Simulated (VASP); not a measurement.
Here is a VASP 6.6.1 calculation.

File POSCAR:

```
SnSe
1.0
    0.0000000000      3.0299343558      3.0299343558
    3.0299343558      0.0000000000      3.0299343558
    3.0299343558      3.0299343558      0.0000000000
Sn Se
1 1
Direct
    0.0000000000      0.0000000000      0.0000000000
    0.5000000000      0.5000000000      0.5000000000
```

File INCAR.step1:

```
SYSTEM = SnSe
PREC = Accurate
ENCUT = 520
EDIFF = 1E-5
ISMEAR = -1
SIGMA = 0.05
LREAL = .False.
LASPH = .True.
NELM = 60
ALGO = Normal
ISIF = 2
LWAVE = .True.
LCHARG = .False.
NBANDS = 17
GGA = PE
```

The input INCAR.step2:

```
SYSTEM = SnSe
PREC = Accurate
ENCUT = 520
EDIFF = 1E-6
ISMEAR = -1
SIGMA = 0.05
LREAL = .False.
LASPH = .True.
NELM = 60
ALGO = Normal
ISIF = 2
LWAVE = .False.
LCHARG = .False.
GGA = B5
LHFCALC = .True.
AEXX = 0.5
ALDAX = 0.5
AGGAX = 0.5
AGGAC = 1.0
ALDAC = 0.0
PRECFOCK = Normal
NBANDS = 17
ISTART = 1
```

File KPOINTS:

```
Automatic mesh
0
Gamma
  4 4 4
  0 0 0
```

Potentials or basis: VASP PAW PBE potentials, release 64 (Sn_d, Se).

Run with:

```sh
$ cat potpaw_PBE.64/Sn_d/POTCAR potpaw_PBE.64/Se/POTCAR > POTCAR
$ cp INCAR.step1 INCAR
$ mpirun -np 1 vasp_std > vasp.out
$ cp INCAR.step2 INCAR
$ mpirun -np 1 vasp_std > vasp.out
```

(1) Predict the pressure.

(2) Predict the band gap on the k mesh.

Answers

(1) -0.3 GPa.

(2) 1.06 eV.

Caveat: the k points lie up to 0.45 Å⁻¹ apart; the PAW data sets were made with another functional, which shifts forces and pressure a little; spin-orbit coupling is left out, which moves the levels of the heavy elements.
